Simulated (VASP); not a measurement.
Write the native input for VASP 6.6.1 that does the following.

- Task: single point
- Functional: PBE
- Potentials or basis: VASP PAW PBE potentials, release 64 (H, Rh_pv)
- Cutoff: 520 eV
- k mesh: 6 × 6 × 6
- Occupations: gaussian, width 0.1 eV
- Spin: no spin polarisation
- Dipole correction: no
- Further INCAR settings: ALGO = Normal; EDIFF = 1e-07; NBANDS = 17

The structure of H3Rh lies in POSCAR:

```
H3Rh
1.0
    3.3284584295      0.0000000000      0.0000000000
    0.0000000000      3.3284584295      0.0000000000
    0.0000000000      0.0000000000      3.3284584295
H Rh
3 1
Direct
    0.0000000000      0.5000000000      0.5000000000
    0.5000000000      0.0000000000      0.5000000000
    0.5000000000      0.5000000000      0.0000000000
    0.5000000000      0.5000000000      0.5000000000
```

These files were run (other wordings do the same):

INCAR

```
PREC     = Accurate       # precision mode
ENCUT    = 520            # plane-wave cutoff, eV
EDIFF    = 1E-7           # SCF threshold, eV
ISMEAR   = 0              # smearing method
SIGMA    = 0.1            # smearing width, eV
LREAL    = False          # projectors in reciprocal space
LASPH    = True           # aspherical terms in the spheres
NELM     = 80             # most SCF steps
ALGO     = Normal         # electronic algorithm
ISIF     = 2              # what is computed and relaxed
LWAVE    = False          # write WAVECAR
LCHARG   = True           # write CHGCAR
GGA      = PE             # functional
LELF     = True           # ELF
LVHAR    = True         
NBANDS   = 17             # bands
```

KPOINTS

```
Automatic mesh
0
Gamma
  6 6 6
```

Potentials or basis: VASP PAW PBE potentials, release 64 (H, Rh_pv).

The run is started by

```sh
$ cat potpaw_PBE.64/H/POTCAR potpaw_PBE.64/Rh_pv/POTCAR > POTCAR
$ mpirun -np 1 vasp_std > vasp.out
```

Results of the run:

```yaml
Pressure: 0.1 GPa
Band_gap_on_the_k_mesh: zero (band 9 reaches 1.15 eV, above the bottom of band 10 at 0.77 eV)
```

It took 7.1 s on 1 thread of Intel(R) Xeon(R) 6975P-C (Granite Rapids) (shared host), peak memory 0.15 GiB.
